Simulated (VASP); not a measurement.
# NaF (Villiaumite) (Fm-3m) in VASP: further runs

The runs below take NaF (Villiaumite) through single point, relaxation of cell and atoms, with r2SCAN.

Everything below comes from runs of VASP 6.6.1. Logs are shortened: lines on timing, memory, paths and dates and some standing lists are left out, and cuts for length are marked.

## 1. The cell of the first run

Symmetry: Fm-3m, No. 225, cubic system. Conventional cell: a = 4.657 Å, b = 4.657 Å, c = 4.657 Å, α = 90.00°, β = 90.00°, γ = 90.00°. Within 3.1 Å of Na (site symmetry m-3m) lie 6 F at 2.33 Å. Within 3.1 Å of F (site symmetry m-3m) lie 6 Na at 2.33 Å.

## 2. Single point, r2SCAN

The input, POSCAR:

```
NaF
1.0
    2.3286261909      2.3286261909      0.0000000000
   -2.3286261909      2.3286261909      0.0000000000
    0.0000000000      2.3286261909      2.3286261909
Na F
1 1
Direct
    0.0000000000      0.0000000000      0.0000000000
    0.5000000000      0.5000000000      0.0000000000
```

The input, INCAR.step1:

```
SYSTEM = NaF
PREC = Accurate
ENCUT = 520
ISMEAR = 0
SIGMA = 0.01
LREAL = .FALSE.
LASPH = .TRUE.
NELM = 100
NBANDS = 14
GGA = PE
ALGO = Normal
EDIFF = 1E-4
LWAVE = .TRUE.
LCHARG = .FALSE.
```

The input, INCAR.step2:

```
SYSTEM = NaF
PREC = Accurate
ENCUT = 520
EDIFF = 1E-6
ISMEAR = 0
SIGMA = 0.01
LREAL = .FALSE.
LASPH = .TRUE.
NELM = 100
ALGO = Normal
ISIF = 2
LWAVE = .FALSE.
LCHARG = .FALSE.
METAGGA = R2SCAN
LMIXTAU = .TRUE.
NBANDS = 14
ISTART = 1
```

The input, KPOINTS:

```
regular mesh
0
G
  8 8 8
  0 0 0
```

Potentials or basis: VASP PAW PBE potentials, release 64 (Na_pv, F).

Command:

```
cat potpaw_PBE.64/Na_pv/POTCAR potpaw_PBE.64/F/POTCAR > POTCAR
cp INCAR.step1 INCAR
mpirun -np 1 vasp_std > vasp.out
cp INCAR.step2 INCAR
mpirun -np 1 vasp_std > vasp.out
```

OUTCAR:

```text
SYSTEM = NaF
   PREC = Accurate
   ENCUT = 520
   EDIFF = 1E-6
   ISMEAR = 0
   LREAL = .FALSE.
   LASPH = .TRUE.
   NELM = 100
   ISIF = 2
   METAGGA = R2SCAN
   ISTART = 1

 ion  position               nearest neighbor table
   1  0.000  0.000  0.000-   2 2.33   2 2.33   2 2.33   2 2.33   2 2.33   2 2.33
   2  0.500  0.500  0.000-   1 2.33   1 2.33   1 2.33   1 2.33   1 2.33   1 2.33

  LATTYP: Found a face centered cubic cell.
 ALAT       =     4.6572523818

  Lattice vectors:

 A1 = (   0.0000000000,   2.3286261909,   2.3286261909)
 A2 = (   2.3286261909,   0.0000000000,   2.3286261909)
 A3 = (   2.3286261909,   2.3286261909,   0.0000000000)

Analysis of symmetry for initial positions (statically):
=====================================================================
 Subroutine PRICEL returns:
 Original cell was already a primitive cell.

 Routine SETGRP: Setting up the symmetry group for a
 face centered cubic supercell.

 Subroutine GETGRP returns: Found 48 space group operations
 (whereof 48 operations were pure point group operations)
 out of a pool of 48 trial point group operations.

The static configuration has the point symmetry O_h .

Analysis of symmetry for dynamics (positions and initial velocities):
=====================================================================
 Subroutine PRICEL returns:
 Original cell was already a primitive cell.

 Routine SETGRP: Setting up the symmetry group for a
 face centered cubic supercell.

 Subroutine GETGRP returns: Found 48 space group operations
 (whereof 48 operations were pure point group operations)
 out of a pool of 48 trial point group operations.

The dynamic configuration has the point symmetry O_h .

 Subroutine INISYM returns: Found 48 space group operations
 (whereof 48 operations are pure point group operations),
 and found     1 'primitive' translations

----------------------------------------------------------------------------------------

                                     Primitive cell

  volume of cell :      25.2540

  direct lattice vectors                    reciprocal lattice vectors
     2.328626191  2.328626191  0.000000000     0.214718877  0.214718877 -0.214718877
    -2.328626191  2.328626191  0.000000000    -0.214718877  0.214718877 -0.214718877
     0.000000000  2.328626191  2.328626191     0.000000000  0.000000000  0.429437753

  length of vectors
     3.293174741  3.293174741  3.293174741     0.371904004  0.371904004  0.429437753

  position of ions in fractional coordinates (direct lattice)
     0.000000000  0.000000000  0.000000000
     0.500000000  0.500000000  0.000000000

  ion indices of the primitive-cell ions
   primitive index   ion index
                 1           1
                 2           2

----------------------------------------------------------------------------------------

 KPOINTS: regular mesh

Automatic generation of k-mesh.
 Grid dimensions read from file:
 generate k-points for:    8    8    8

 Generating k-lattice:

  Cartesian coordinates                     Fractional coordinates (reciprocal lattice)
     0.026839860  0.026839860 -0.026839860     0.125000000  0.000000000  0.000000000
    -0.026839860  0.026839860 -0.026839860     0.000000000  0.125000000  0.000000000
     0.000000000  0.000000000  0.053679719     0.000000000  0.000000000  0.125000000

  Length of vectors
     0.046488000  0.046488000  0.053679719

  Shift w.r.t. Gamma in fractional coordinates (k-lattice)
     0.000000000  0.000000000  0.000000000

 Subroutine IBZKPT returns following result:
 ===========================================

 Found     29 irreducible k-points:

 Following reciprocal coordinates:
            Coordinates               Weight
  0.000000  0.000000  0.000000      1.000000
  0.125000  0.000000  0.000000      8.000000
  0.250000  0.000000  0.000000      8.000000
  0.375000  0.000000  0.000000      8.000000
  0.500000  0.000000  0.000000      4.000000
  0.125000  0.125000  0.000000     12.000000
[... 16 lines left out ...]
  0.375000  0.250000  0.125000     48.000000
  0.500000  0.250000  0.125000     24.000000
 [... further k-points ...]
   k-points           NKPTS =     29   k-points in BZ     NKDIM =     29   number of bands    NBANDS=     14
   number of dos      NEDOS =    301   number of ions     NIONS =      2
   total plane-waves  NPLWV =  13824
   dimension x,y,z NGX =    24 NGY =   24 NGZ =   24
   dimension x,y,z NGXF=    48 NGYF=   48 NGZF=   48
   ions per type =               1   1
   NGX,Y,Z   is equivalent  to a cutoff of  12.12, 12.12, 12.12 a.u.
   NGXF,Y,Z  is equivalent  to a cutoff of  24.23, 24.23, 24.23 a.u.
 SYSTEM =  NaF
   PREC   = accura    normal or accurate (medium, high low for compatibility)
   ISTART =      1    job   : 0-new  1-cont  2-samecut
   ICHARG =      0    charge: 1-file 2-atom 10-const
   ISPIN  =      1    spin polarized calculation?
   LNONCOLLINEAR =      F non collinear calculations
[... 29 lines left out ...]
   METAGGA = R2SCAN    functional components
   LHFCALC =     F    Hartree Fock is set to
   AEXX    =    0.0000 exact exchange contribution
   IVDW    =     0    specifies the selected vdW correction
   LEPSILON=     F    determine dielectric tensor
   LRPA    =     F    only Hartree local field effects (RPA)
 non-spin polarized calculation
 Gauss-broadening in eV      SIGMA  =   0.01
  energy-cutoff  :      520.00
  volume of cell :       25.25
 maximum number of plane-waves:       700
   NGX = 13   NGY = 13   NGZ = 13

 number of electron      13.9999983 magnetization

 Free energy of the ion-electron system (eV)
  ---------------------------------------------------
  ext. energy  EPLUGINS =         0.00000000
  ---------------------------------------------------
  free energy    TOTEN  =       -12.59335788 eV

  energy without entropy =      -12.59335788  energy(sigma->0) =      -12.59335788

 E-fermi :  -2.6867     XC(G=0):  -9.6961

 val. band max:       -2.7876799927   @ k =   0.0000   0.0000   0.0000
 cond. band min:       4.2984869789   @ k =   0.0000   0.0000   0.0000
 fundamental gap:      7.0861669715
 Fermi energy:        -2.6866722046

 k-point     1 :       0.0000    0.0000    0.0000
  band No.  band energies     occupation
      1     -23.0586      2.00000
      2     -22.3330      2.00000
      3     -22.3327      2.00000
      4     -22.3324      2.00000
      5      -2.7877      2.00000
      6      -2.7877      2.00000
      7      -2.7877      2.00000
      8       4.2985      0.00000
      9      16.8838      0.00000
     10      16.8847      0.00000
     11      16.8855      0.00000
     12      19.4956      0.00000
     13      22.1040      0.00000
     14      22.1041      0.00000

 k-point     2 :       0.1250    0.0000    0.0000
  band No.  band energies     occupation
      1     -23.1441      2.00000
      2     -22.3345      2.00000
      3     -22.3341      2.00000
      4     -22.2296      2.00000
      5      -3.0628      2.00000
      6      -2.8261      2.00000
      7      -2.8260      2.00000
      8       4.8333      0.00000
      9      15.1139      0.00000
     10      17.1474      0.00000
     11      17.1484      0.00000
     12      21.5629      0.00000
     13      21.6321      0.00000
     14      21.6322      0.00000

 k-point     3 :       0.2500    0.0000    0.0000
  band No.  band energies     occupation
      1     -23.2939      2.00000
      2     -22.3382      2.00000
      3     -22.3379      2.00000
      4     -22.0347      2.00000
      5      -3.6348      2.00000
      6      -2.9175      2.00000
      7      -2.9174      2.00000
      8       6.1460      0.00000
      9      13.0615      0.00000
     10      17.7786      0.00000
     11      17.7794      0.00000
     12      20.9852      0.00000
     13      20.9854      0.00000
     14      22.6193      0.00000
[... 324 lines left out ...]
 k-point    23 :       0.3750    0.2500    0.1250
  band No.  band energies     occupation
      1     -23.2886      2.00000
      2     -22.3785      2.00000
      3     -22.3541      2.00000
      4     -21.9690      2.00000
      5      -3.9713      2.00000
      6      -3.2758      2.00000
      7      -3.0845      2.00000
      8       8.6518      0.00000
      9      11.5036      0.00000
     10      15.7385      0.00000
     11      17.4902      0.00000
     12      19.6433      0.00000
     13      21.7380      0.00000
     14      25.9385      0.00000

 k-point    24 :       0.5000    0.2500    0.1250
  band No.  band energies     occupation
      1     -23.2969      2.00000
      2     -22.3811      2.00000
      3     -22.3608      2.00000
      4     -21.9461      2.00000
      5      -4.0422      2.00000
      6      -3.3521      2.00000
      7      -3.1219      2.00000
      8       9.7370      0.00000
      9      10.7206      0.00000
     10      15.4305      0.00000
     11      17.1686      0.00000
     12      20.2809      0.00000
     13      21.2885      0.00000
     14      26.1695      0.00000

 [... further k-points ...]

------------------------ aborting loop because EDIFF is reached ----------------------------------------

  FORCE on cell =-STRESS in cart. coord.  units (eV):
  Direction    XX          YY          ZZ          XY          YZ          ZX
  --------------------------------------------------------------------------------------
  -------------------------------------------------------------------------------------
  Total       -0.3727512     -0.3727512     -0.3727512      0.0000000     -0.0000000     -0.0000000
  in kB      -23.6483228    -23.6483228    -23.6483228      0.0000000     -0.0000000     -0.0000000
  external PRESSURE =     -23.6483228 kB  Pullay stress =       0.0000000 kB

 VOLUME and BASIS-vectors are now :
 -----------------------------------------------------------------------------
  energy-cutoff  :      520.00
  volume of cell :       25.25
      direct lattice vectors                 reciprocal lattice vectors
     2.328626191  2.328626191  0.000000000     0.214718877  0.214718877 -0.214718877
    -2.328626191  2.328626191  0.000000000    -0.214718877  0.214718877 -0.214718877
     0.000000000  2.328626191  2.328626191     0.000000000  0.000000000  0.429437753

 POSITION                                       TOTAL-FORCE (eV/Angst)
 -----------------------------------------------------------------------------------
      0.00000      0.00000      0.00000        -0.000000     -0.000000      0.000000
      0.00000      2.32863      0.00000         0.000000      0.000000      0.000000
 -----------------------------------------------------------------------------------
    total drift:                                0.000000     -0.000000     -0.000000

  FREE ENERGIE OF THE ION-ELECTRON SYSTEM (eV)
  ---------------------------------------------------
  free  energy   TOTEN  =       -12.5933578764 eV

  energy  without entropy=      -12.5933578764  energy(sigma->0) =      -12.59335788
```

Run time: 31 s. Hardware: 1 thread of AMD EPYC 7R43 (Zen 3), shared host; peak memory 0.1 GiB.

Results:

- Free energy: -12.5934 eV
- Pressure: -2.4 GPa
- Band gap on the k mesh: 7.09 eV, direct

Caveat: the PAW data sets were made with another functional, which shifts forces and pressure a little. r2SCAN opens gaps a little over a GGA but as a rule still falls short of measured ones.

## 3. Single point, r2SCAN

This run uses another cell than the first one, of 12.12 Å³/atom, 0.960 times its volume.

The input, POSCAR:

```
NaF
1.0
    2.2970715533      2.2970715533      0.0000000000
   -2.2970715533      2.2970715533      0.0000000000
    0.0000000000      2.2970715533      2.2970715533
Na F
1 1
Direct
    0.0000000000      0.0000000000      0.0000000000
    0.5000000000      0.5000000000      0.0000000000
```

The input, INCAR.step1:

```
PREC = Accurate
ENCUT = 520
ISMEAR = -1
SIGMA = 0.05
LREAL = False
LASPH = True
NELM = 100
NBANDS = 14
GGA = PE
ALGO = Normal
EDIFF = 1E-4
LWAVE = True
LCHARG = False
```

The input, INCAR.step2:

```
PREC = Accurate
ENCUT = 520
EDIFF = 1E-7
ISMEAR = -1
SIGMA = 0.05
LREAL = False
LASPH = True
NELM = 100
ALGO = Normal
ISIF = 2
LWAVE = False
LCHARG = True
METAGGA = R2SCAN
LMIXTAU = True
LELF = True
LVHAR = True
NBANDS = 14
ISTART = 1
```

The input, KPOINTS:

```
regular mesh
0
Gamma
  12 12 12
```

Potentials or basis: VASP PAW PBE potentials, release 64 (Na_pv, F).

Command:

```
cat potpaw_PBE.64/Na_pv/POTCAR potpaw_PBE.64/F/POTCAR > POTCAR
cp INCAR.step1 INCAR
mpirun -np 1 vasp_std > vasp.out
cp INCAR.step2 INCAR
mpirun -np 1 vasp_std > vasp.out
```

Run time: 85 s. Hardware: 1 thread of AMD EPYC 7R43 (Zen 3), shared host; peak memory 0.12 GiB.

The run converged. Its results:

* Free energy: -12.6030 eV
* Pressure: -0.9 GPa
* Band gap on the k mesh: 7.32 eV, direct

Levels at points of the mesh, in eV from the valence-band top:
```
           k point  band 5  band 6  band 7  band 8  band 9  band 10
(0.00, 0.00, 0.00)    0.00    0.00    0.00    7.32   19.97    19.97
(0.50, 0.00, 0.00)   -1.61   -0.28   -0.28   11.80   13.64    21.71
(0.50, 0.50, 0.00)   -1.30   -0.42   -0.42   14.01   14.29    15.11
```

Caveat: the PAW data sets were made with another functional, which shifts forces and pressure a little. A k mesh can miss the band edges.

## 4. Relaxation of cell and atoms, r2SCAN, target pressure -2 GPa, at which the enthalpy is minimised

This run uses another cell than the first one, of 12.12 Å³/atom, 0.960 times its volume.

POSCAR is that of step 3.

The input, INCAR.step1:

```
SYSTEM = NaF
PREC     = Accurate       ! precision mode
ENCUT    = 600            ! plane-wave cutoff, eV
ISMEAR   = 0              ! smearing method
SIGMA    = 0.01           ! smearing width, eV
LREAL    = .FALSE.        ! projectors in reciprocal space
LASPH    = .TRUE.         ! aspherical terms in the spheres
NELM     = 100            ! most SCF steps
GGA      = PE             ! functional
ALGO     = Normal         ! electronic algorithm
EDIFF    = 1E-4           ! SCF threshold, eV
LWAVE    = .TRUE.         ! write WAVECAR
LCHARG   = .FALSE.        ! write CHGCAR
```

The input, INCAR.step2:

```
SYSTEM = NaF
PREC     = Accurate       ! precision mode
ENCUT    = 600            ! plane-wave cutoff, eV
EDIFF    = 1E-7           ! SCF threshold, eV
ISMEAR   = 0              ! smearing method
SIGMA    = 0.01           ! smearing width, eV
LREAL    = .FALSE.        ! projectors in reciprocal space
LASPH    = .TRUE.         ! aspherical terms in the spheres
NELM     = 100            ! most SCF steps
ALGO     = Normal         ! electronic algorithm
ISIF     = 3              ! what is computed and relaxed
LWAVE    = .FALSE.        ! write WAVECAR
LCHARG   = .FALSE.        ! write CHGCAR
METAGGA  = R2SCAN         ! meta-GGA
LMIXTAU  = .TRUE.       
IBRION   = 2              ! ionic algorithm
NSW      = 100            ! ionic steps
EDIFFG   = -0.002         ! ionic threshold
PSTRESS  = -20.0        
ISTART   = 1
```

The input, KPOINTS:

```
regular mesh
0
G
  8 8 8
  0 0 0
```

Command:

```
cat potpaw_PBE.64/Na_pv/POTCAR potpaw_PBE.64/F/POTCAR > POTCAR
cp INCAR.step1 INCAR
mpirun -np 1 vasp_std > vasp.out
cp INCAR.step2 INCAR
mpirun -np 1 vasp_std > vasp.out
```

It took 2 min on 1 thread of AMD EPYC 7R43 (Zen 3), shared host; peak memory 0.12 GiB.

The run converged. Its results:

* Free energy: -12.6004 eV
* Relaxed volume: 12.43 Å³/atom
* Relaxed cell: a = 3.276 Å, b = 3.276 Å, c = 3.276 Å, α = 60.00°, β = 60.00°, γ = 90.00°
* Space group after relaxing (to 0.05 Å): Fm-3m (No. 225)
* Energy change on relaxing (the enthalpy is what falls): +2.9 meV/atom
* Ionic steps: 3
* Pressure after relaxing: -2.0 GPa
* Band gap on the k mesh: 7.18 eV, direct

Step by step:
```tsv
step	energy change (eV)	largest force (eV/Å)	pressure (GPa)	volume (Å³)
1	0.0000	0.0000	-0.75	24.24
2	0.0025	0.0000	-1.44	24.57
3	0.0057	0.0000	-1.99	24.85
```

Final structure:
```yaml
crystal:
  lattice:
    - [2.31623, 2.31623, 0.00000]
    - [-2.31623, 2.31623, 0.00000]
    - [0.00000, 2.31623, 2.31623]
  atoms:
    - { symbol: Na, position: [0.00000, 0.00000, 0.00000] }
    - { symbol: F, position: [0.50000, 0.50000, 0.00000] }
```

Levels at points of the mesh, in eV from the valence-band top:
```tsv
k point	band 5	band 6	band 7	band 8	band 9	band 10
(0.00, 0.00, 0.00)	0.00	0.00	0.00	7.18	19.79	19.79
(0.50, 0.00, 0.00)	-1.55	-0.26	-0.26	11.63	13.42	21.42
(0.50, 0.50, 0.00)	-1.26	-0.40	-0.40	13.92	14.07	14.86
```

Caveat: the cell is relaxed towards a set pressure, so the enthalpy falls and the energy may rise; the PAW data sets were made with another functional, which shifts forces and pressure a little.

## 5. Single point, r2SCAN

This run uses another cell than the first one, of 12.12 Å³/atom, 0.960 times its volume.

POSCAR is that of step 4.

The input, INCAR.step1:

```
PREC = Accurate
ENCUT = 660
ISMEAR = 0
SIGMA = 0.01
LREAL = F
LASPH = T
NELM = 120
NBANDS = 14
GGA = PE
ALGO = Normal
EDIFF = 1E-5
LWAVE = T
LCHARG = F
GGA_COMPAT = F
```

The input, INCAR.step2:

```
PREC = Accurate
ENCUT = 660
EDIFF = 1E-6
ISMEAR = 0
SIGMA = 0.01
LREAL = F
LASPH = T
NELM = 120
ALGO = Normal
ISIF = 2
LWAVE = F
LCHARG = T
METAGGA = R2SCAN
LMIXTAU = T
LELF = T
LVHAR = T
NBANDS = 14
ISTART = 1
GGA_COMPAT = F
```

The input, KPOINTS:

```
Automatic mesh
0
Gamma
  8 8 8
```

Command:

```
cat potpaw_PBE.64/Na_pv/POTCAR potpaw_PBE.64/F/POTCAR > POTCAR
cp INCAR.step1 INCAR
mpirun -np 1 vasp_std > vasp.out
cp INCAR.step2 INCAR
mpirun -np 1 vasp_std > vasp.out
```

Wall time 100 s (1 thread of Intel Xeon 8259CL, shared host); peak memory 0.16 GiB.

Results (log left out):

```
Free energy            : -12.6088 eV
Pressure               : -0.8 GPa
Band gap on the k mesh : 7.32 eV, direct
```

Levels at points of the mesh, in eV from the valence-band top:
| k point | band 3 | band 4 | band 5 | band 6 | band 7 | band 8 | band 9 | band 10 | band 11 | band 12 |
| --- | --- | --- | --- | --- | --- | --- | --- | --- | --- | --- |
| (0.00, 0.00, 0.00) | -19.42 | -19.42 | 0.00 | 0.00 | 0.00 | 7.32 | 19.97 | 19.97 | 19.97 | 22.69 |
| (0.50, 0.00, 0.00) | -19.43 | -18.90 | -1.61 | -0.28 | -0.28 | 11.80 | 13.64 | 21.71 | 21.71 | 24.21 |
| (0.50, 0.50, 0.00) | -19.47 | -19.47 | -1.30 | -0.41 | -0.41 | 14.01 | 14.29 | 15.11 | 21.46 | 21.46 |

Caveat: the PAW data sets were made with another functional, which shifts forces and pressure a little. r2SCAN opens gaps a little over a GGA but as a rule still falls short of measured ones.

## 6. Summary

| task | cell | k mesh | cutoff (eV) | smearing | gap on the mesh (eV) | pressure (GPa) |
| --- | --- | --- | --- | --- | --- | --- |
| single point | a = 3.293 Å, angles 60.0, 60.0, 90.0°, 2 atoms | 8 × 8 × 8 | 520 | gaussian 0.01 eV | 7.09 | -2.4 |
| single point | a = 3.249 Å, angles 60.0, 60.0, 90.0°, 2 atoms | 12 × 12 × 12 | 520 | fermi-dirac 0.05 eV | 7.32 | -0.9 |
| relaxation of cell and atoms | relaxed to -2 GPa from a = 3.249 Å, angles 60.0, 60.0, 90.0°, 2 atoms | 8 × 8 × 8 | 600 | gaussian 0.01 eV | 7.18 | -2.0 |
| single point | a = 3.249 Å, angles 60.0, 60.0, 90.0°, 2 atoms | 8 × 8 × 8 | 660 | gaussian 0.01 eV | 7.32 | -0.8 |

Alike in all rows: level r2SCAN; potentials or basis VASP PAW PBE potentials, release 64 (Na_pv, F); no spin polarisation.

Caveats: the PAW data sets were made with another functional, which shifts forces and pressure a little; the cell is relaxed towards a set pressure, so the enthalpy falls and the energy may rise (some runs).

Absolute energies hang on the potentials; compare differences alone.
